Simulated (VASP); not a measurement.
# MgS (Niningerite) (Fm-3m) in VASP: notebook, part 2 of 2

VASP 6.6.1.

## 4. Single point, PBE

Contents of INCAR:

```
SYSTEM = MgS
PREC = Accurate
ENCUT = 520
EDIFF = 1E-7
ISMEAR = 0
SIGMA = 0.011
LREAL = .False.
LASPH = .True.
NELM = 60
ALGO = Normal
ISIF = 2
LWAVE = .False.
LCHARG = .True.
GGA = PE
LELF = .True.
LVHAR = .True.
NBANDS = 11
```

Contents of KPOINTS:

```
Automatic mesh
0
Gamma
  9 9 9
  0 0 0
```

Contents of POSCAR:

```
MgS
1.0
    0.0000000000      2.6016500000      2.6016500000
    2.6016500000      0.0000000000      2.6016500000
    2.6016500000      2.6016500000      0.0000000000
S Mg
1 1
Direct
    0.5000000000      0.5000000000      0.5000000000
    0.0000000000      0.0000000000      0.0000000000
```

Potentials or basis: VASP PAW PBE potentials, release 64 (S, Mg).

On the command line:

```bash
$ cat potpaw_PBE.64/S/POTCAR potpaw_PBE.64/Mg/POTCAR > POTCAR
$ mpirun -np 1 vasp_std > vasp.out
```

OUTCAR:

```text
SYSTEM = MgS
   PREC = Accurate
   ENCUT = 520
   EDIFF = 1E-7
   ISMEAR = 0
   LREAL = .False.
   LASPH = .True.
   NELM = 60
   ISIF = 2
   GGA = PE

 ion  position               nearest neighbor table
   1  0.500  0.500  0.500-   2 2.60   2 2.60   2 2.60   2 2.60   2 2.60   2 2.60
   2  0.000  0.000  0.000-   1 2.60   1 2.60   1 2.60   1 2.60   1 2.60   1 2.60

  LATTYP: Found a face centered cubic cell.
 ALAT       =     5.2033000000

  Lattice vectors:

 A1 = (   0.0000000000,   2.6016500000,   2.6016500000)
 A2 = (   2.6016500000,   0.0000000000,   2.6016500000)
 A3 = (   2.6016500000,   2.6016500000,   0.0000000000)

Analysis of symmetry for initial positions (statically):
[... 33 lines left out ...]
                                     Primitive cell

  volume of cell :      35.2190

  direct lattice vectors                    reciprocal lattice vectors
     0.000000000  2.601650000  2.601650000    -0.192185728  0.192185728  0.192185728
     2.601650000  0.000000000  2.601650000     0.192185728 -0.192185728  0.192185728
     2.601650000  2.601650000  0.000000000     0.192185728  0.192185728 -0.192185728

  length of vectors
     3.679288715  3.679288715  3.679288715     0.332875446  0.332875446  0.332875446

  position of ions in fractional coordinates (direct lattice)
[... 8 lines left out ...]
----------------------------------------------------------------------------------------

 KPOINTS: Automatic mesh

Automatic generation of k-mesh.
 Grid dimensions read from file:
 generate k-points for:    9    9    9

 Generating k-lattice:

  Cartesian coordinates                     Fractional coordinates (reciprocal lattice)
    -0.021353970  0.021353970  0.021353970     0.111111111  0.000000000  0.000000000
     0.021353970 -0.021353970  0.021353970     0.000000000  0.111111111  0.000000000
     0.021353970  0.021353970 -0.021353970     0.000000000  0.000000000  0.111111111

  Length of vectors
     0.036986161  0.036986161  0.036986161

  Shift w.r.t. Gamma in fractional coordinates (k-lattice)
     0.000000000  0.000000000  0.000000000

 Subroutine IBZKPT returns following result:
[... 71 lines left out ...]
  Fermi-wavevector in a.u.,A,eV,Ry     =   0.998878  1.887606 13.575323  0.997758
  Thomas-Fermi vector in A             =   2.131131
   LORBIT       =      0    0 simple, 1 ext, 2 COOP (PROOUT), +10 PAW based schemes
   GGA     = PE    functional components
   LHFCALC =     F    Hartree Fock is set to
   AEXX    =    0.0000 exact exchange contribution
   IVDW    =     0    specifies the selected vdW correction
   LEPSILON=     F    determine dielectric tensor
   LRPA    =     F    only Hartree local field effects (RPA)
 non-spin polarized calculation
 Gauss-broadening in eV      SIGMA  =   0.01
  energy-cutoff  :      520.00
  volume of cell :       35.22
 maximum number of plane-waves:       958
   NGX = 13   NGY = 13   NGZ = 13

 number of electron       8.0000000 magnetization

 Free energy of the ion-electron system (eV)
  ---------------------------------------------------
  ext. energy  EPLUGINS =         0.00000000
  ---------------------------------------------------
  free energy    TOTEN  =        -8.50202854 eV

  energy without entropy =       -8.50202854  energy(sigma->0) =       -8.50202854

 E-fermi :   3.7863     XC(G=0):  -9.6883

 val. band max:        3.7249561768   @ k =   0.0000   0.0000   0.0000
 cond. band min:       6.6304848016   @ k =   0.4444   0.4444   0.0000
 fundamental gap:      2.9055286249
 Fermi energy:         3.7862654853

 k-point     1 :       0.0000    0.0000    0.0000
  band No.  band energies     occupation
      1      -8.9418      2.00000
      2       3.7250      2.00000
      3       3.7250      2.00000
      4       3.7250      2.00000
      5       7.4352      0.00000
      6      11.6798      0.00000
      7      11.6798      0.00000
      8      11.6798      0.00000
      9      14.0749      0.00000
     10      14.0749      0.00000
     11      16.2634      0.00000
[... 309 lines left out ...]
 k-point    24 :       0.4444    0.4444    0.0000
  band No.  band energies     occupation
      1      -7.3314      2.00000
      2      -0.3721      2.00000
      3       2.0814      2.00000
      4       2.0814      2.00000
      5       6.6305      0.00000
      6       8.1833      0.00000
      7      15.3721      0.00000
      8      16.4282      0.00000
      9      16.7273      0.00000
     10      16.7273      0.00000
     11      19.9794      0.00000

 [... further k-points ...]
[... 5 lines left out ...]
  --------------------------------------------------------------------------------------
  -------------------------------------------------------------------------------------
  Total        0.1892793      0.1892793      0.1892793      0.0000000      0.0000000     -0.0000000
  in kB        8.6106732      8.6106732      8.6106732      0.0000000      0.0000000     -0.0000000
  external PRESSURE =       8.6106732 kB  Pullay stress =       0.0000000 kB

 VOLUME and BASIS-vectors are now :
 -----------------------------------------------------------------------------
  energy-cutoff  :      520.00
  volume of cell :       35.22
      direct lattice vectors                 reciprocal lattice vectors
     0.000000000  2.601650000  2.601650000    -0.192185728  0.192185728  0.192185728
     2.601650000  0.000000000  2.601650000     0.192185728 -0.192185728  0.192185728
     2.601650000  2.601650000  0.000000000     0.192185728  0.192185728 -0.192185728

 POSITION                                       TOTAL-FORCE (eV/Angst)
 -----------------------------------------------------------------------------------
      2.60165      2.60165      2.60165        -0.000000      0.000000      0.000000
      0.00000      0.00000      0.00000         0.000000     -0.000000     -0.000000
 -----------------------------------------------------------------------------------
    total drift:                                0.000000      0.000000      0.000000

  FREE ENERGIE OF THE ION-ELECTRON SYSTEM (eV)
  ---------------------------------------------------
  free  energy   TOTEN  =        -8.5020285401 eV

  energy  without entropy=       -8.5020285401  energy(sigma->0) =       -8.50202854
```

OSZICAR:

```text
N       E                     dE             d eps       ncg     rms          rms(c)
DAV:   1     0.229631550297E+02    0.22963E+02   -0.36332E+03   802   0.600E+02
DAV:   2    -0.746788229713E+01   -0.30431E+02   -0.28431E+02  1012   0.977E+01
DAV:   3    -0.889913538004E+01   -0.14313E+01   -0.14289E+01   967   0.232E+01
DAV:   4    -0.890740483961E+01   -0.82695E-02   -0.82688E-02   908   0.214E+00
DAV:   5    -0.890748021833E+01   -0.75379E-04   -0.75378E-04   941   0.199E-01    0.441E+00
DAV:   6    -0.854232076800E+01    0.36516E+00   -0.78894E-01   869   0.350E+00    0.345E+00
DAV:   7    -0.850216745111E+01    0.40153E-01   -0.21658E-01   926   0.202E+00    0.227E+00
DAV:   8    -0.850228292651E+01   -0.11548E-03   -0.14805E-02   827   0.735E-01    0.979E-01
DAV:   9    -0.850201448552E+01    0.26844E-03   -0.74512E-04   851   0.160E-01    0.343E-01
DAV:  10    -0.850203172419E+01   -0.17239E-04   -0.20699E-04   900   0.667E-02    0.418E-02
DAV:  11    -0.850202870799E+01    0.30162E-05   -0.19068E-05   889   0.191E-02    0.200E-02
DAV:  12    -0.850202859415E+01    0.11384E-06   -0.65864E-07   931   0.501E-03    0.312E-03
DAV:  13    -0.850202854014E+01    0.54012E-07   -0.15870E-08   493   0.673E-04
   1 F= -.85020285E+01 E0= -.85020285E+01  d E =-.823992E-18
```

stdout:

```text
POSCAR found type information on POSCAR S Mg
 POSCAR found :  2 types and       2 ions
 scaLAPACK will be used
 LDA part: xc-table for (Slater+PW92), standard interpolation
 POSCAR, INCAR and KPOINTS ok, starting setup
 FFT: planning ... GRIDC
 FFT: planning ... GRID_SOFT
 FFT: planning ... GRID
 WAVECAR not read
 entering main loop
```

Wall time 6.5 s (1 thread of Intel Xeon 6975P-C (Granite Rapids), shared host); peak memory 0.16 GiB.

What came out:

* Free energy: -8.5020 eV
* Pressure: 0.9 GPa
* Band gap on the k mesh: 2.91 eV, indirect (least direct gap 3.71 eV)

## 5. Single point, LDA

Contents of INCAR:

```
SYSTEM = MgS
ALGO = Normal
EDIFF = 1E-6
ENCUT = 520
GGA = CA
ISIF = 2
ISMEAR = -1
LASPH = .TRUE.
LCHARG = .FALSE.
LREAL = .FALSE.
LWAVE = .FALSE.
NBANDS = 11
NELM = 60
PREC = Accurate
SIGMA = 0.05
```

Contents of KPOINTS:

```
k-points
0
G
  9 9 9
  0 0 0
```

POSCAR is that of step 4.

Potentials or basis: VASP PAW LDA potentials, release 64 (S, Mg).

On the command line:

```bash
$ cat potpaw_LDA.64/S/POTCAR potpaw_LDA.64/Mg/POTCAR > POTCAR
$ mpirun -np 1 vasp_std > vasp.out
```

Wall time 5 s (1 thread of Intel Xeon 6975P-C (Granite Rapids), shared host); peak memory 0.14 GiB.

The run converged. Its results:

```yaml
Free_energy: -9.5715 eV
Pressure: -3.9 GPa
Band_gap_on_the_k_mesh: 2.69 eV, indirect (least direct gap 3.49 eV)
```

Levels at points of the mesh, in eV from the valence-band top:
```tsv
k point	band 1	band 2	band 3	band 4	band 5	band 6	band 7	band 8	band 9
(0.00, 0.00, 0.00)	-12.64	0.00	0.00	0.00	3.49	7.84	7.84	7.84	10.27
```

## 6. Single point, PBEsol

This run uses another cell than the first one, of 17.39 Å³/atom, 0.988 times its volume.

Contents of INCAR:

```
SYSTEM = MgS
ALGO = Normal ; EDIFF = 1E-6
ENCUT = 520 ; GGA = PS
ISIF = 2 ; ISMEAR = -1
LASPH = .TRUE. ; LCHARG = .FALSE.
LREAL = .FALSE. ; LWAVE = .FALSE.
NBANDS = 11 ; NELM = 60
PREC = Accurate ; SIGMA = 0.05
```

KPOINTS is that of step 5.

Contents of POSCAR:

```
MgS
1.0
    0.0000000000      2.5909692034      2.5909692034
    2.5909692034      0.0000000000      2.5909692034
    2.5909692034      2.5909692034      0.0000000000
S Mg
1 1
Direct
    0.5000000000      0.5000000000      0.5000000000
    0.0000000000      0.0000000000      0.0000000000
```

Potentials or basis: VASP PAW PBE potentials, release 64 (S, Mg).

On the command line:

```bash
$ cat potpaw_PBE.64/S/POTCAR potpaw_PBE.64/Mg/POTCAR > POTCAR
$ mpirun -np 1 vasp_std > vasp.out
```

Wall time 5.1 s (1 thread of Intel Xeon 6975P-C (Granite Rapids), shared host); peak memory 0.16 GiB.

It converged, with:

```yaml
Free_energy: -9.0752 eV
Pressure: -0.2 GPa
Band_gap_on_the_k_mesh: 2.86 eV, indirect (least direct gap 3.69 eV)
```

Levels at points of the mesh, in eV from the valence-band top:
```tsv
k point	band 1	band 2	band 3	band 4	band 5	band 6	band 7	band 8
(0.00, 0.00, 0.00)	-12.75	0.00	0.00	0.00	3.69	7.85	7.85	7.85
```

Caveat: the PAW data sets were made with another functional, which shifts forces and pressure a little. A k mesh can miss the band edges.

## 7. Overview

| task | level | potentials or basis | cell | cutoff (eV) | smearing | gap on the mesh (eV) | pressure (GPa) |
| --- | --- | --- | --- | --- | --- | --- | --- |
| relaxation of cell and atoms | PBEsol+D4 | VASP PAW PBE potentials, release 64 (S, Mg) | relaxed from a = 3.679 Å, angles 60.0°, 2 atoms | 600 | fermi-dirac 0.05 eV | 2.90 | 0.0 |
| single point | LDA | VASP PAW LDA potentials, release 64 (S, Mg) | a = 3.626 Å, angles 60.0°, 2 atoms | 520 | fermi-dirac 0.05 eV | 2.78 | -0.6 |
| single point | PBE | VASP PAW PBE potentials, release 64 (S, Mg) | a = 3.679 Å, angles 60.0°, 2 atoms | 520 | gaussian 0.011 eV | 2.91 | 0.9 |
| single point | LDA | VASP PAW LDA potentials, release 64 (S, Mg) | a = 3.679 Å, angles 60.0°, 2 atoms | 520 | fermi-dirac 0.05 eV | 2.69 | -3.9 |
| single point | PBEsol | VASP PAW PBE potentials, release 64 (S, Mg) | a = 3.664 Å, angles 60.0°, 2 atoms | 520 | fermi-dirac 0.05 eV | 2.86 | -0.2 |

Alike in all rows: no spin polarisation; k mesh 9 × 9 × 9.

Caveats: the PAW data sets were made with another functional, which shifts forces and pressure a little (some runs).

Total energies depend on the potentials used, so only differences within one code and one set of settings carry meaning.
